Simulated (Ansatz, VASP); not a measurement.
**One calculation of Sn, two programs**

```
Sn
1.0
     0.00000    2.18723    2.18723
     2.18723    0.00000    2.18723
     2.18723    2.18723    0.00000
Sn
1
Direct
  0.00000 0.00000 0.00000
```

Alike in both runs: task single point; functional PBE; k mesh 16 × 16 × 16; occupations gaussian, width 0.1 eV; no spin polarisation.

|  | VASP | Ansatz |
| --- | --- | --- |
| version | VASP 6.6.1 | Ansatz 0.2.0 |
| potentials or method | VASP PAW PBE potentials, release 64 (Sn_d), cutoff 520 eV | scalar-relativistic, plane waves, PAW |
| valence electrons in the cell | 14 | 14 |

|  | VASP | Ansatz | Ansatz less VASP |
| --- | --- | --- | --- |
| gap on the k mesh at the Fermi level (eV) | none | none | - |
| pressure (GPa) | 27.4 | 27.4 | +0.04 |

A gap of «none» marks a metal or a gap that the smearing closes.
